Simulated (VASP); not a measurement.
# ScAl3 (Pm-3m) in VASP: single point with PBE

Aim: the single point of ScAl3 with PBE.

Program: VASP 6.6.1. These are calculated values, not measurements. Logs are shortened: lines on timing, memory, paths and dates and some standing lists are left out, and cuts for length are marked.

## (1) The cell of the first run

It takes space group Pm-3m (No. 221, cubic). The conventional cell has a = 4.088 Å, b = 4.088 Å, c = 4.088 Å, α = 90.00°, β = 90.00°, γ = 90.00°. Within 3.8 Å of Sc (site symmetry m-3m) lie 12 Al at 2.89 Å. Within 3.8 Å of Al (site symmetry 4/mmm) lie 4 Sc at 2.89 Å and 8 Al at 2.89 Å.

## (2) Single point, PBE

The input, INCAR:

```
SYSTEM = ScAl3
PREC = Accurate
ENCUT = 520
EDIFF = 1E-6
ISMEAR = 0
SIGMA = 0.05
LREAL = .False.
LASPH = .True.
NELM = 60
ALGO = Normal
ISIF = 2
LWAVE = .False.
LCHARG = .False.
GGA = PE
NBANDS = 18
```

The input, KPOINTS:

```
Automatic mesh
0
Gamma
  10 10 10
  0 0 0
```

The input, POSCAR:

```
ScAl3
1.0
    4.0878065700      0.0000000000      0.0000000000
    0.0000000000      4.0878065700      0.0000000000
    0.0000000000      0.0000000000      4.0878065700
Sc Al
1 3
Direct
    0.0000000000      0.0000000000      0.0000000000
    0.5000000000      0.0000000000      0.5000000000
    0.0000000000      0.5000000000      0.5000000000
    0.5000000000      0.5000000000      0.0000000000
```

Potentials or basis: VASP PAW PBE potentials, release 64 (Sc_sv, Al).

Command:

```bash
$ cat potpaw_PBE.64/Sc_sv/POTCAR potpaw_PBE.64/Al/POTCAR > POTCAR
$ mpirun -np 1 vasp_std > vasp.out
```

OUTCAR:

```text
SYSTEM = ScAl3
   PREC = Accurate
   ENCUT = 520
   EDIFF = 1E-6
   ISMEAR = 0
   LREAL = .False.
   LASPH = .True.
   NELM = 60
   ISIF = 2
   GGA = PE

 ion  position               nearest neighbor table
   1  0.000  0.000  0.000-   2 2.89   3 2.89   4 2.89   2 2.89   3 2.89   3 2.89   4 2.89   3 2.89
                             2 2.89   4 2.89   2 2.89   4 2.89
   2  0.500  0.000  0.500-   1 2.89   3 2.89   4 2.89   1 2.89   4 2.89   3 2.89   4 2.89   4 2.89
                             1 2.89   3 2.89   1 2.89   3 2.89
   3  0.000  0.500  0.500-   1 2.89   2 2.89   4 2.89   1 2.89   4 2.89   1 2.89   2 2.89   1 2.89
                             2 2.89   4 2.89   4 2.89   2 2.89
   4  0.500  0.500  0.000-   1 2.89   2 2.89   3 2.89   2 2.89   3 2.89   1 2.89   2 2.89   2 2.89
                             1 2.89   3 2.89   3 2.89   1 2.89

  LATTYP: Found a simple cubic cell.
 ALAT       =     4.0878065700

  Lattice vectors:

 A1 = (   4.0878065700,   0.0000000000,   0.0000000000)
 A2 = (   0.0000000000,   4.0878065700,   0.0000000000)
 A3 = (   0.0000000000,   0.0000000000,   4.0878065700)

Analysis of symmetry for initial positions (statically):
=====================================================================
 Subroutine PRICEL returns:
 Original cell was already a primitive cell.

 Routine SETGRP: Setting up the symmetry group for a
 simple cubic supercell.

 Subroutine GETGRP returns: Found 48 space group operations
 (whereof 48 operations were pure point group operations)
 out of a pool of 48 trial point group operations.

The static configuration has the point symmetry O_h .

Analysis of symmetry for dynamics (positions and initial velocities):
=====================================================================
 Subroutine PRICEL returns:
 Original cell was already a primitive cell.

 Routine SETGRP: Setting up the symmetry group for a
 simple cubic supercell.

 Subroutine GETGRP returns: Found 48 space group operations
 (whereof 48 operations were pure point group operations)
 out of a pool of 48 trial point group operations.

The dynamic configuration has the point symmetry O_h .

 Subroutine INISYM returns: Found 48 space group operations
 (whereof 48 operations are pure point group operations),
 and found     1 'primitive' translations

----------------------------------------------------------------------------------------

                                     Primitive cell

  volume of cell :      68.3079

  direct lattice vectors                    reciprocal lattice vectors
     4.087806570  0.000000000  0.000000000     0.244629970  0.000000000  0.000000000
     0.000000000  4.087806570  0.000000000     0.000000000  0.244629970  0.000000000
     0.000000000  0.000000000  4.087806570     0.000000000  0.000000000  0.244629970

  length of vectors
     4.087806570  4.087806570  4.087806570     0.244629970  0.244629970  0.244629970

  position of ions in fractional coordinates (direct lattice)
     0.000000000  0.000000000  0.000000000
     0.500000000  0.000000000  0.500000000
     0.000000000  0.500000000  0.500000000
     0.500000000  0.500000000  0.000000000

  ion indices of the primitive-cell ions
   primitive index   ion index
                 1           1
                 2           2
                 3           3
                 4           4

----------------------------------------------------------------------------------------

 KPOINTS: Automatic mesh

Automatic generation of k-mesh.
 Grid dimensions read from file:
 generate k-points for:   10   10   10

 Generating k-lattice:

  Cartesian coordinates                     Fractional coordinates (reciprocal lattice)
     0.024462997  0.000000000  0.000000000     0.100000000  0.000000000  0.000000000
     0.000000000  0.024462997  0.000000000     0.000000000  0.100000000  0.000000000
     0.000000000  0.000000000  0.024462997     0.000000000  0.000000000  0.100000000

  Length of vectors
     0.024462997  0.024462997  0.024462997

  Shift w.r.t. Gamma in fractional coordinates (k-lattice)
     0.000000000  0.000000000  0.000000000

 Subroutine IBZKPT returns following result:
 ===========================================

 Found     56 irreducible k-points:

 Following reciprocal coordinates:
            Coordinates               Weight
  0.000000  0.000000  0.000000      1.000000
  0.100000  0.000000  0.000000      6.000000
  0.200000  0.000000  0.000000      6.000000
  0.300000  0.000000  0.000000      6.000000
  0.400000  0.000000  0.000000      6.000000
  0.500000  0.000000  0.000000      3.000000
[... 16 lines left out ...]
  0.200000  0.100000  0.100000     24.000000
  0.300000  0.100000  0.100000     24.000000
 [... further k-points ...]
   k-points           NKPTS =     56   k-points in BZ     NKDIM =     56   number of bands    NBANDS=     18
   number of dos      NEDOS =    301   number of ions     NIONS =      4
   total plane-waves  NPLWV =  27000
   dimension x,y,z NGX =    30 NGY =   30 NGZ =   30
   dimension x,y,z NGXF=    60 NGYF=   60 NGZF=   60
   ions per type =               1   3
   NGX,Y,Z   is equivalent  to a cutoff of  12.20, 12.20, 12.20 a.u.
   NGXF,Y,Z  is equivalent  to a cutoff of  24.40, 24.40, 24.40 a.u.
 SYSTEM =  ScAl3
   PREC   = accura    normal or accurate (medium, high low for compatibility)
   ISTART =      0    job   : 0-new  1-cont  2-samecut
   ICHARG =      2    charge: 1-file 2-atom 10-const
   ISPIN  =      1    spin polarized calculation?
   LNONCOLLINEAR =      F non collinear calculations
   LSORBIT =      F    spin-orbit coupling
   LASPH  =      T    aspherical Exc in radial PAW
   ENCUT  =  520.0 eV  38.22 Ry    6.18 a.u.   7.60  7.60  7.60*2*pi/ulx,y,z
   NELM   =     60;   NELMIN=  2; NELMDL= -5     # of ELM steps
   EDIFF  = 0.1E-05   stopping-criterion for ELM
   LREAL  =      F    real-space projection
   EDIFFG = 0.1E-04   stopping-criterion for IOM
   NSW    =      0    number of steps for IOM
   IBRION =     -1    ionic relax: 0-MD 1-quasi-New 2-CG
   NFREE  =      0    steps in history (QN), initial steepest desc. (CG)
   ISIF   =      2    stress and relaxation
   ISYM   =      2    0-nonsym 1-usesym 2-fastsym
   POTIM  = 0.5000    time-step for ionic-motion
   TEBEG  =    0.0;   TEEND  =   0.0 temperature during run
   PSTRESS=    0.0 pullay stress
   NELECT =      20.0000    total number of electrons
   NUPDOWN=      -1.0000    fix difference up-down
   EMIN   =  10.00;   EMAX   =-10.00  energy-range for DOS
   EFERMI =   0.00;   METHOD = LEGACY
   ISMEAR =     0;   SIGMA  =   0.05  broadening in eV -4-tet -1-fermi 0-gaus
   EFERMI_NEDOS =   21; number of points for ismear=-14 and -15
   IALGO  =     38    algorithm
   IMIX   =      4    mixing-type and parameters
     AMIX     =   0.40;   BMIX     =  1.00
     AMIX_MAG =   1.60;   BMIX_MAG =  1.00
  volume/ion in A,a.u.               =      17.08       115.24
  Fermi-wavevector in a.u.,A,eV,Ry     =   1.087079  2.054282 16.078563  1.181741
  Thomas-Fermi vector in A             =   2.223230
   LORBIT       =      0    0 simple, 1 ext, 2 COOP (PROOUT), +10 PAW based schemes
   GGA     = PE    functional components
   LHFCALC =     F    Hartree Fock is set to
   AEXX    =    0.0000 exact exchange contribution
   IVDW    =     0    specifies the selected vdW correction
   LEPSILON=     F    determine dielectric tensor
   LRPA    =     F    only Hartree local field effects (RPA)
 non-spin polarized calculation
 Gauss-broadening in eV      SIGMA  =   0.05
  energy-cutoff  :      520.00
  volume of cell :       68.31
 maximum number of plane-waves:      1863
   NGX = 15   NGY = 15   NGZ = 15

 number of electron      19.9999996 magnetization

 Free energy of the ion-electron system (eV)
  ---------------------------------------------------
  ext. energy  EPLUGINS =         0.00000000
  ---------------------------------------------------
  free energy    TOTEN  =       -19.29513523 eV

  energy without entropy =      -19.29380037  energy(sigma->0) =      -19.29446780

 E-fermi :   7.2932     XC(G=0): -10.4166

 val. band max:        7.2417581407   @ k =   0.5000   0.1000   0.1000
 cond. band min:       7.3037085652   @ k =   0.3000   0.0000   0.0000
 fundamental gap:      0.0619504245
 Fermi energy:         7.2931887294

 k-point     1 :       0.0000    0.0000    0.0000
  band No.  band energies     occupation
      1     -41.6933      2.00000
      2     -20.3969      2.00000
      3     -20.3969      2.00000
      4     -20.3969      2.00000
      5      -2.7587      2.00000
      6       4.6542      2.00000
[... 10 lines left out ...]
     17      12.5715      0.00000
     18      12.5715      0.00000

 k-point     2 :       0.1000    0.0000    0.0000
  band No.  band energies     occupation
      1     -41.6932      2.00000
      2     -20.4000      2.00000
      3     -20.3966      2.00000
      4     -20.3966      2.00000
      5      -2.6664      2.00000
      6       3.8748      2.00000
[... 10 lines left out ...]
     17      12.6445      0.00000
     18      12.6445      0.00000

 k-point     3 :       0.2000    0.0000    0.0000
  band No.  band energies     occupation
      1     -41.6929      2.00000
      2     -20.4081      2.00000
      3     -20.3960      2.00000
      4     -20.3960      2.00000
      5      -2.3926      2.00000
      6       2.7189      2.00000
[... 10 lines left out ...]
     17      12.5068      0.00000
     18      12.6048      0.00000

 k-point     4 :       0.3000    0.0000    0.0000
  band No.  band energies     occupation
      1     -41.6925      2.00000
      2     -20.4181      2.00000
      3     -20.3952      2.00000
      4     -20.3952      2.00000
      5      -1.9470      2.00000
      6       1.5807      2.00000
[... 375 lines left out ...]
      4     -20.3993      2.00000
      5      -2.4836      2.00000
      6       3.8603      2.00000
[... 10 lines left out ...]
     17      12.8004      0.00000
     18      12.8746      0.00000

 k-point    23 :       0.2000    0.1000    0.1000
  band No.  band energies     occupation
      1     -41.6927      2.00000
      2     -20.4075      2.00000
      3     -20.3989      2.00000
      4     -20.3986      2.00000
      5      -2.2131      2.00000
      6       2.8500      2.00000
[... 10 lines left out ...]
     17      12.2807      0.00000
     18      12.6645      0.00000

 k-point    24 :       0.3000    0.1000    0.1000
  band No.  band energies     occupation
      1     -41.6923      2.00000
      2     -20.4174      2.00000
      3     -20.3981      2.00000
      4     -20.3978      2.00000
      5      -1.7734      2.00000
      6       1.7338      2.00000
[... 10 lines left out ...]
     17      12.0917      0.00000
     18      12.8699      0.00000

 [... further k-points ...]

------------------------ aborting loop because EDIFF is reached ----------------------------------------

  FORCE on cell =-STRESS in cart. coord.  units (eV):
  Direction    XX          YY          ZZ          XY          YZ          ZX
  --------------------------------------------------------------------------------------
  -------------------------------------------------------------------------------------
  Total        0.4785114      0.4785114      0.4785114     -0.0000000      0.0000000     -0.0000000
  in kB       11.2235921     11.2235921     11.2235921     -0.0000000      0.0000000     -0.0000000
  external PRESSURE =      11.2235921 kB  Pullay stress =       0.0000000 kB

 VOLUME and BASIS-vectors are now :
 -----------------------------------------------------------------------------
  energy-cutoff  :      520.00
  volume of cell :       68.31
      direct lattice vectors                 reciprocal lattice vectors
     4.087806570  0.000000000  0.000000000     0.244629970  0.000000000  0.000000000
     0.000000000  4.087806570  0.000000000     0.000000000  0.244629970  0.000000000
     0.000000000  0.000000000  4.087806570     0.000000000  0.000000000  0.244629970

 POSITION                                       TOTAL-FORCE (eV/Angst)
 -----------------------------------------------------------------------------------
      0.00000      0.00000      0.00000         0.000000      0.000000      0.000000
      2.04390      0.00000      2.04390         0.000000      0.000000      0.000000
      0.00000      2.04390      2.04390         0.000000      0.000000      0.000000
      2.04390      2.04390      0.00000         0.000000      0.000000      0.000000
 -----------------------------------------------------------------------------------
    total drift:                                0.000000     -0.000000      0.000000

  FREE ENERGIE OF THE ION-ELECTRON SYSTEM (eV)
  ---------------------------------------------------
  free  energy   TOTEN  =       -19.2951352264 eV

  energy  without entropy=      -19.2938003708  energy(sigma->0) =      -19.29446780
```

It took 60 s on 1 thread of Intel Xeon Platinum 8259CL at 2.50GHz (Skylake/Cascade Lake), shared host; peak memory 0.21 GiB.

What came out:

```yaml
Free_energy: -19.2951 eV
Pressure: 1.1 GPa
Band_gap_on_the_k_mesh: zero (band 10 reaches 8.14 eV, above the bottom of band 11 at 4.32 eV)
```
